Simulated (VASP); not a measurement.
# Cd (R-3m) in VASP: notebook

Cd is run at these levels: PBE; tasks: single point, relaxation of cell and atoms.

All numbers are computed with VASP 6.6.1; they aren't measurements. Logs are shortened: lines on timing, memory, paths and dates and some standing lists are left out, and cuts for length are marked.

### 1 The cell of the first run

Symmetry: R-3m, No. 166, trigonal system. Conventional cell: a = 3.405 Å, b = 3.405 Å, c = 13.983 Å, α = 90.00°, β = 90.00°, γ = 120.00°. Within 4.0 Å of Cd (site symmetry 3m) lie 12 Cd at 3.04 to 3.41 Å.

### 2 Single point, PBE

File INCAR:

```
SYSTEM = Cd
PREC = Accurate
ENCUT = 520
EDIFF = 1E-7
ISMEAR = 0
SIGMA = 0.1
LREAL = .False.
LASPH = .True.
NELM = 100
ALGO = Fast
ISIF = 2
LWAVE = .False.
LCHARG = .False.
GGA = PE
NBANDS = 19
```

File KPOINTS:

```
regular mesh
0
Gamma
  6 6 6
  0 0 0
```

File POSCAR:

```
Cd
1.0
    1.7027266930      0.9830697146      4.6611218613
   -1.7027266930      0.9830697146      4.6611218613
    0.0000000000     -1.9661394291      4.6611218613
Cd
2
Direct
    0.2497609884      0.2497609884      0.2497609884
    0.7502390116      0.7502390116      0.7502390116
```

Potentials or basis: VASP PAW PBE potentials, release 64 (Cd).

Started as:

```bash
> cat potpaw_PBE.64/Cd/POTCAR > POTCAR
> mpirun -np 1 vasp_std > vasp.out
```

OUTCAR:

```text
SYSTEM = Cd
   PREC = Accurate
   ENCUT = 520
   EDIFF = 1E-7
   ISMEAR = 0
   LREAL = .False.
   LASPH = .True.
   NELM = 100
   ISIF = 2
   GGA = PE

 ion  position               nearest neighbor table
   1  0.250  0.250  0.250-   2 3.04   2 3.04   2 3.04   2 3.05   2 3.05   2 3.05
   2  0.750  0.750  0.750-   1 3.04   1 3.04   1 3.04   1 3.05   1 3.05   1 3.05

  LATTYP: Found a trigonal (rhomboedric) cell.
 ALAT       =     5.0588300288
 COS(alpha) =     0.7734209724

  Lattice vectors:

 A1 = (   1.7027266930,   0.9830697146,   4.6611218613)
 A2 = (  -1.7027266930,   0.9830697146,   4.6611218613)
 A3 = (   0.0000000000,  -1.9661394291,   4.6611218613)

Analysis of symmetry for initial positions (statically):
=====================================================================
 Subroutine PRICEL returns:
 Original cell was already a primitive cell.

 Routine SETGRP: Setting up the symmetry group for a
 trigonal (rhombohedral) supercell.

 Subroutine GETGRP returns: Found 12 space group operations
 (whereof 12 operations were pure point group operations)
 out of a pool of 12 trial point group operations.

The static configuration has the point symmetry D_3d.

Analysis of symmetry for dynamics (positions and initial velocities):
=====================================================================
 Subroutine PRICEL returns:
 Original cell was already a primitive cell.

 Routine SETGRP: Setting up the symmetry group for a
 trigonal (rhombohedral) supercell.

 Subroutine GETGRP returns: Found 12 space group operations
 (whereof 12 operations were pure point group operations)
 out of a pool of 12 trial point group operations.

The dynamic configuration has the point symmetry D_3d.

 Subroutine INISYM returns: Found 12 space group operations
 (whereof 12 operations are pure point group operations),
 and found     1 'primitive' translations

----------------------------------------------------------------------------------------

                                     Primitive cell

  volume of cell :      46.8135

  direct lattice vectors                    reciprocal lattice vectors
     1.702726693  0.983069715  4.661121861     0.293646656  0.169536976  0.071513542
    -1.702726693  0.983069715  4.661121861    -0.293646656  0.169536976  0.071513542
     0.000000000 -1.966139429  4.661121861     0.000000000 -0.339073952  0.071513542

  length of vectors
     5.058830029  5.058830029  5.058830029     0.346533305  0.346533305  0.346533305

  position of ions in fractional coordinates (direct lattice)
     0.249760988  0.249760988  0.249760988
     0.750239012  0.750239012  0.750239012

  ion indices of the primitive-cell ions
   primitive index   ion index
                 1           1
                 2           2

----------------------------------------------------------------------------------------

 KPOINTS: regular mesh

Automatic generation of k-mesh.
 Grid dimensions read from file:
 generate k-points for:    6    6    6

 Generating k-lattice:

  Cartesian coordinates                     Fractional coordinates (reciprocal lattice)
     0.048941109  0.028256163  0.011918924     0.166666667  0.000000000  0.000000000
    -0.048941109  0.028256163  0.011918924     0.000000000  0.166666667  0.000000000
     0.000000000 -0.056512325  0.011918924    -0.000000000 -0.000000000  0.166666667

  Length of vectors
     0.057755551  0.057755551  0.057755551

  Shift w.r.t. Gamma in fractional coordinates (k-lattice)
     0.000000000  0.000000000  0.000000000

 Subroutine IBZKPT returns following result:
 ===========================================

 Found     32 irreducible k-points:

 Following reciprocal coordinates:
            Coordinates               Weight
  0.000000  0.000000  0.000000      1.000000
  0.166667  0.000000 -0.000000      6.000000
  0.333333  0.000000 -0.000000      6.000000
  0.500000  0.000000 -0.000000      3.000000
  0.166667  0.166667 -0.000000      6.000000
  0.333333  0.166667 -0.000000     12.000000
[... 16 lines left out ...]
  0.500000  0.500000  0.166667      6.000000
 -0.333333  0.500000  0.166667     12.000000
 [... further k-points ...]
   k-points           NKPTS =     32   k-points in BZ     NKDIM =     32   number of bands    NBANDS=     19
   number of dos      NEDOS =    301   number of ions     NIONS =      2
   total plane-waves  NPLWV =  64000
   dimension x,y,z NGX =    40 NGY =   40 NGZ =   40
   dimension x,y,z NGXF=    80 NGYF=   80 NGZF=   80
   ions per type =               2
   NGX,Y,Z   is equivalent  to a cutoff of  13.15, 13.15, 13.15 a.u.
   NGXF,Y,Z  is equivalent  to a cutoff of  26.29, 26.29, 26.29 a.u.
 SYSTEM =  Cd
   PREC   = accura    normal or accurate (medium, high low for compatibility)
   ISTART =      0    job   : 0-new  1-cont  2-samecut
   ICHARG =      2    charge: 1-file 2-atom 10-const
   ISPIN  =      1    spin polarized calculation?
   LNONCOLLINEAR =      F non collinear calculations
   LSORBIT =      F    spin-orbit coupling
   LASPH  =      T    aspherical Exc in radial PAW
   ENCUT  =  520.0 eV  38.22 Ry    6.18 a.u.   9.41  9.41  9.41*2*pi/ulx,y,z
   NELM   =    100;   NELMIN=  2; NELMDL= -5     # of ELM steps
   EDIFF  = 0.1E-06   stopping-criterion for ELM
   LREAL  =      F    real-space projection
   EDIFFG = 0.1E-05   stopping-criterion for IOM
   NSW    =      0    number of steps for IOM
   IBRION =     -1    ionic relax: 0-MD 1-quasi-New 2-CG
   NFREE  =      0    steps in history (QN), initial steepest desc. (CG)
   ISIF   =      2    stress and relaxation
   ISYM   =      2    0-nonsym 1-usesym 2-fastsym
   POTIM  = 0.5000    time-step for ionic-motion
   TEBEG  =    0.0;   TEEND  =   0.0 temperature during run
   PSTRESS=    0.0 pullay stress
   NELECT =      24.0000    total number of electrons
   NUPDOWN=      -1.0000    fix difference up-down
   EMIN   =  10.00;   EMAX   =-10.00  energy-range for DOS
   EFERMI =   0.00;   METHOD = LEGACY
   ISMEAR =     0;   SIGMA  =   0.10  broadening in eV -4-tet -1-fermi 0-gaus
   EFERMI_NEDOS =   21; number of points for ismear=-14 and -15
   IALGO  =     68    algorithm
   IMIX   =      4    mixing-type and parameters
     AMIX     =   0.40;   BMIX     =  1.00
     AMIX_MAG =   1.60;   BMIX_MAG =  1.00
  volume/ion in A,a.u.               =      23.41       157.96
  Fermi-wavevector in a.u.,A,eV,Ry     =   1.310252  2.476018 23.357952  1.716761
  Thomas-Fermi vector in A             =   2.440795
   LORBIT       =      0    0 simple, 1 ext, 2 COOP (PROOUT), +10 PAW based schemes
   GGA     = PE    functional components
   LHFCALC =     F    Hartree Fock is set to
   AEXX    =    0.0000 exact exchange contribution
   IVDW    =     0    specifies the selected vdW correction
   LEPSILON=     F    determine dielectric tensor
   LRPA    =     F    only Hartree local field effects (RPA)
 non-spin polarized calculation
 RMM-DIIS sequential band-by-band and
 Gauss-broadening in eV      SIGMA  =   0.10
  energy-cutoff  :      520.00
  volume of cell :       46.81
 maximum number of plane-waves:      1278
 NGX is ok and might be reduce to    40
   NGX = 19   NGY = 19   NGZ = 19

 number of electron      24.0000003 magnetization

 Free energy of the ion-electron system (eV)
  ---------------------------------------------------
  ext. energy  EPLUGINS =         0.00000000
  ---------------------------------------------------
  free energy    TOTEN  =        -1.47829523 eV

  energy without entropy =       -1.47334892  energy(sigma->0) =       -1.47582208

 E-fermi :   2.0505     XC(G=0): -10.6033

 val. band max:        2.0426316533   @ k =  -0.3333   0.3333   0.0000
 cond. band min:       2.0524180265   @ k =   0.5000   0.3333  -0.0000
 fundamental gap:      0.0097863733
 Fermi energy:         2.0505120101

 k-point     1 :       0.0000    0.0000    0.0000
  band No.  band energies     occupation
      1      -7.0685      2.00000
      2      -6.9001      2.00000
      3      -6.9001      2.00000
      4      -6.7025      2.00000
      5      -6.7025      2.00000
      6      -6.3800      2.00000
[... 11 lines left out ...]
     18      14.9317      0.00000
     19      14.9317      0.00000

 k-point     2 :       0.1667    0.0000   -0.0000
  band No.  band energies     occupation
      1      -6.9427      2.00000
      2      -6.9040      2.00000
      3      -6.8179      2.00000
      4      -6.7314      2.00000
      5      -6.5876      2.00000
      6      -6.3529      2.00000
[... 11 lines left out ...]
     18      13.0978      0.00000
     19      13.7976      0.00000

 k-point     3 :       0.3333    0.0000   -0.0000
  band No.  band energies     occupation
      1      -6.8831      2.00000
      2      -6.8279      2.00000
      3      -6.6175      2.00000
      4      -6.6153      2.00000
      5      -6.4831      2.00000
      6      -6.3535      2.00000
[... 11 lines left out ...]
     18      12.2884      0.00000
     19      12.4677      0.00000

 k-point     4 :       0.5000    0.0000   -0.0000
  band No.  band energies     occupation
      1      -6.7970      2.00000
      2      -6.7904      2.00000
      3      -6.6639      2.00000
      4      -6.6536      2.00000
      5      -6.3865      2.00000
      6      -6.3718      2.00000
[... 11 lines left out ...]
     18       9.7704      0.00000
     19      12.2859      0.00000

 k-point     5 :       0.1667    0.1667   -0.0000
  band No.  band energies     occupation
      1      -6.9685      2.00000
      2      -6.8775      2.00000
      3      -6.8768      2.00000
      4      -6.7309      2.00000
      5      -6.5479      2.00000
      6      -6.3190      2.00000
[... 11 lines left out ...]
     18      14.7052      0.00000
     19      14.8219      0.00000

 k-point     6 :       0.3333    0.1667   -0.0000
  band No.  band energies     occupation
      1      -6.9155      2.00000
      2      -6.8539      2.00000
      3      -6.7779      2.00000
      4      -6.7501      2.00000
      5      -6.4416      2.00000
      6      -6.3355      2.00000
[... 11 lines left out ...]
     18      14.9092      0.00000
     19      15.4690      0.00000

 k-point     7 :       0.5000    0.1667    0.0000
  band No.  band energies     occupation
      1      -6.8749      2.00000
      2      -6.8077      2.00000
      3      -6.7138      2.00000
      4      -6.6663      2.00000
      5      -6.5022      2.00000
      6      -6.4975      2.00000
[... 11 lines left out ...]
     18      10.9970      0.00000
     19      15.6043      0.00000

 k-point     8 :      -0.3333    0.1667    0.0000
  band No.  band energies     occupation
      1      -6.8682      2.00000
      2      -6.8198      2.00000
      3      -6.7281      2.00000
      4      -6.6536      2.00000
      5      -6.5107      2.00000
      6      -6.4082      2.00000
[... 256 lines left out ...]
 k-point    20 :       0.5000    0.3333    0.1667
  band No.  band energies     occupation
      1      -6.9929      2.00000
      2      -6.8913      2.00000
      3      -6.7600      2.00000
      4      -6.6600      2.00000
      5      -6.4193      2.00000
      6      -6.3999      2.00000
[... 11 lines left out ...]
     18      13.2027      0.00000
     19      15.0820      0.00000

 k-point    21 :      -0.3333    0.3333    0.1667
  band No.  band energies     occupation
      1      -7.0614      2.00000
      2      -6.9665      2.00000
      3      -6.8146      2.00000
      4      -6.6631      2.00000
      5      -6.3384      2.00000
      6      -6.3030      2.00000
[... 11 lines left out ...]
     18      12.6708      0.00000
     19      14.9688      0.00000

 k-point    22 :      -0.1667    0.3333    0.1667
  band No.  band energies     occupation
      1      -6.9551      2.00000
      2      -6.9428      2.00000
      3      -6.9138      2.00000
      4      -6.7790      2.00000
      5      -6.2878      2.00000
      6      -6.2798      2.00000
[... 11 lines left out ...]
     18      14.7858      0.00000
     19      14.9625      0.00000

 k-point    23 :       0.5000    0.5000    0.1667
  band No.  band energies     occupation
      1      -7.1106      2.00000
      2      -6.9779      2.00000
      3      -6.9546      2.00000
      4      -6.8386      2.00000
      5      -6.3259      2.00000
      6      -6.2028      2.00000
[... 11 lines left out ...]
     18      14.8081      0.00000
     19      14.8992      0.00000

 k-point    24 :      -0.3333    0.5000    0.1667
  band No.  band energies     occupation
      1      -7.1488      2.00000
      2      -7.0296      2.00000
      3      -6.9190      2.00000
      4      -6.7731      2.00000
      5      -6.3068      2.00000
      6      -6.2486      2.00000
[... 11 lines left out ...]
     18      13.3335      0.00000
     19      14.6026      0.00000

 [... further k-points ...]
[... 5 lines left out ...]
  --------------------------------------------------------------------------------------
  -------------------------------------------------------------------------------------
  Total        0.0592182      0.0592182      0.1860414      0.0000000      0.0000000     -0.0000000
  in kB        2.0267260      2.0267260      6.3672114      0.0000000      0.0000000     -0.0000000
  external PRESSURE =       3.4735545 kB  Pullay stress =       0.0000000 kB

 VOLUME and BASIS-vectors are now :
 -----------------------------------------------------------------------------
  energy-cutoff  :      520.00
  volume of cell :       46.81
      direct lattice vectors                 reciprocal lattice vectors
     1.702726693  0.983069715  4.661121861     0.293646656  0.169536976  0.071513542
    -1.702726693  0.983069715  4.661121861    -0.293646656  0.169536976  0.071513542
     0.000000000 -1.966139429  4.661121861     0.000000000 -0.339073952  0.071513542

 POSITION                                       TOTAL-FORCE (eV/Angst)
 -----------------------------------------------------------------------------------
      0.00000      0.00000      3.49250         0.000000      0.000000      0.029641
      0.00000      0.00000     10.49087         0.000000     -0.000000     -0.029641
 -----------------------------------------------------------------------------------
    total drift:                                0.000000     -0.000000      0.000000

  FREE ENERGIE OF THE ION-ELECTRON SYSTEM (eV)
  ---------------------------------------------------
  free  energy   TOTEN  =        -1.4782952324 eV

  energy  without entropy=       -1.4733489243  energy(sigma->0) =       -1.47582208
```

Run time: 46 s. Hardware: 1 thread of Oxide Virtual Turin-like, shared host; peak memory 0.2 GiB.

Results:

```yaml
Free_energy: -1.4783 eV
Pressure: 0.3 GPa
Largest_force: 0.030 eV/Å
Band_gap_on_the_k_mesh: zero (bands 12 and 13 overlap by 2.03 eV)
```

Forces on the atoms (eV/Å):
```
Cd   0.000  0.000  0.030
Cd   0.000  0.000 -0.030
```

Stress tensor (GPa, compression positive):
```
0.20 0.00 0.00
0.00 0.20 0.00
0.00 0.00 0.64
```

Caveat: the k points lie up to 0.36 Å⁻¹ apart, too coarse for converged energies and pressures of a metal.

### 3 Relaxation of cell and atoms, PBE

This run uses another cell than the first one, of 22.58 Å³/atom.

File INCAR:

```
SYSTEM = Cd
PREC = Accurate
ENCUT = 600
EDIFF = 1E-6
ISMEAR = 0
SIGMA = 0.1
LREAL = .FALSE.
LASPH = .TRUE.
NELM = 100
ALGO = Normal
ISIF = 3
LWAVE = .FALSE.
LCHARG = .FALSE.
GGA = PE
IBRION = 2
NSW = 90
EDIFFG = -0.04
```

File KPOINTS:

```
Automatic mesh
0
G
  6 6 6
  0 0 0
```

File POSCAR:

```
Cd
1.0
    1.9157489346      1.1060581631      3.5525267142
   -1.9157489346      1.1060581631      3.5525267142
    0.0000000000     -2.2121163262      3.5525267142
Cd
2
Direct
    0.2275400000      0.2275400000      0.2275400000
    0.7724600000      0.7724600000      0.7724600000
```

Potentials or basis: VASP PAW PBE potentials, release 64 (Cd).

Started as:

```bash
> cat potpaw_PBE.64/Cd/POTCAR > POTCAR
> mpirun -np 1 vasp_std > vasp.out
```

It took 2.4 min on 1 thread of Oxide Virtual Turin-like, shared host; peak memory 0.19 GiB.

It converged, with:

```
Free energy                           : -1.2590 eV
Relaxed volume                        : 27.07 Å³/atom
Relaxed cell                          : a = 4.382 Å, b = 4.382 Å, c = 4.382 Å, α = 56.11°, β = 56.11°, γ = 56.11°
Space group after relaxing (to 0.1 Å) : R-3m (No. 166)
Energy gained by relaxing             : 405.6 meV/atom
Ionic steps                           : 10
Pressure after relaxing               : -0.1 GPa
Largest force after relaxing          : 0.011 eV/Å
Band gap on the k mesh                : zero (bands 12 and 13 overlap by 4.55 eV)
```

Forces on the atoms (eV/Å):
```
Cd   0.000  0.000 -0.011
Cd   0.000  0.000  0.011
```

Stress tensor (GPa, compression positive):
```
-0.21  0.00  0.00
 0.00 -0.21  0.00
 0.00  0.00  0.23
```

Step by step:
```
step  energy change (eV)  largest force (eV/Å)  pressure (GPa)  volume (Å³)
   1              0.0000                2.5581           15.86        45.17
   2             -0.6959                0.3526           -2.26        61.39
   3             -0.7089                0.5403           -0.93        58.08
   4             -0.7095                0.5123           -1.09        58.50
   5             -0.7431                0.4587           -0.89        57.19
   6             -0.8021                0.1988            0.50        53.37
   7             -0.8030                0.1088            1.02        52.50
   8             -0.8034                0.1388            0.87        52.77
   9             -0.8112                0.0060            0.05        53.97
  10             -0.8112                0.0113           -0.06        54.15
```

Final structure:
```yaml
crystal:
  lattice:
    - [2.06105, 1.18995, 3.67977]
    - [-2.06105, 1.18995, 3.67977]
    - [0.00000, -2.37989, 3.67977]
  atoms:
    - { symbol: Cd, position: [0.25020, 0.25020, 0.25020] }
    - { symbol: Cd, position: [0.74980, 0.74980, 0.74980] }
```

Levels at points of the mesh, in eV from the Fermi level:
| k point | band 8 | band 9 | band 10 | band 11 | band 12 | band 13 | band 14 | band 15 | band 16 |
| --- | --- | --- | --- | --- | --- | --- | --- | --- | --- |
| (0.00, 0.00, 0.00) | -8.26 | -7.90 | -7.90 | -7.48 | 3.30 | 4.85 | 4.85 | 6.21 | 8.48 |
| (0.50, 0.00, 0.00) | -8.66 | -8.62 | -8.62 | -3.84 | -3.84 | 4.76 | 4.78 | 5.40 | 5.42 |
| (0.50, 0.50, 0.00) | -8.56 | -8.24 | -7.92 | -2.81 | -2.10 | 0.68 | 1.47 | 1.57 | 5.62 |
| (0.50, 0.50, 0.50) | -8.66 | -8.66 | -8.66 | -4.38 | -4.37 | 5.92 | 5.92 | 5.93 | 5.93 |

Caveat: the volume moved by over 15 % at a fixed basis, so the end points are rough.

The gap in the log of VASP goes by the Fermi energy; the results here count the filled bands.